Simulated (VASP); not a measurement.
Input of a VASP 6.6.1 run:

File INCAR:

```
SYSTEM = CsCdCl3
ALGO = Normal
EDIFF = 1E-7
ENCUT = 520
GGA = CA
ISIF = 2
ISMEAR = 0
LASPH = .TRUE.
LCHARG = .TRUE.
LELF = .TRUE.
LREAL = .FALSE.
LVHAR = .TRUE.
LWAVE = .FALSE.
NBANDS = 29
NELM = 80
PREC = Accurate
SIGMA = 0.02
```

The input KPOINTS:

```
k-points
0
G
  6 6 6
  0 0 0
```

The input POSCAR:

```
CsCdCl3
1.0
    5.1121726469      0.0000000000      0.0000000000
    0.0000000000      5.1121726469      0.0000000000
    0.0000000000      0.0000000000      4.8054422881
Cs Cd Cl
1 1 3
Direct
    0.0000000000      0.0000000000      0.0000000000
    0.5000000000      0.5000000000      0.5000000000
    0.0000000000      0.5000000000      0.5000000000
    0.5000000000      0.0000000000      0.5000000000
    0.5000000000      0.5000000000      0.0000000000
```

Potentials or basis: VASP PAW LDA potentials, release 64 (Cs_sv, Cd, Cl).

The run is started by

```sh
$ cat potpaw_LDA.64/Cs_sv/POTCAR potpaw_LDA.64/Cd/POTCAR potpaw_LDA.64/Cl/POTCAR > POTCAR
$ mpirun -np 1 vasp_std > vasp.out
```

Problem. Estimate the band gap on the k mesh.

Solution. 1.56 eV (least direct gap 2.63 eV).

Problem. Predict the pressure.

Solution. 3.8 GPa.

Stress tensor (GPa, compression positive):
```
2.22 0.00 0.00
0.00 2.22 0.00
0.00 0.00 7.05
```

Caveat: the cell stands under pressure; spin-orbit coupling is left out, which moves the levels of the heavy elements. A hybrid or GW would open this gap; LDA tends to underestimate it.
